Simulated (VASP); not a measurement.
TeW:

```
CELL_PARAMETERS angstrom
0.00000 2.78283 2.78283
2.78283 0.00000 2.78283
2.78283 2.78283 0.00000
ATOMIC_POSITIONS crystal
W 0.00000 0.00000 0.00000
Te 0.50000 0.50000 0.50000
```

Base run:

```yaml
Program: VASP 6.6.1
Functional: PBEsol
Potentials_or_basis: VASP PAW PBE potentials, release 64 (W_sv, Te)
Cutoff: 520 eV
k_mesh: 14 × 14 × 14
Occupations: gaussian, width 0.1 eV
Spin: collinear spin
Starting_moments: "[1.22, 0.01] μB"
Fixed_moment: 1.5 μB
```

Its results: pressure -1.1 GPa; site moments W +1.20; Te -0.01 μB.

The run is repeated on the same cell with these changes: fixed moment from 1.5 μB to 1 μB; moments at the start from [1.22, 0.01] to [0.82, 0.0]. What comes out?

Pressure -2.1 GPa; site moments W +0.81; Te -0.01 μB.

Caveats: the PAW data sets were made with another functional, which shifts forces and pressure a little; the total moment is fixed, so each spin has its own Fermi level.
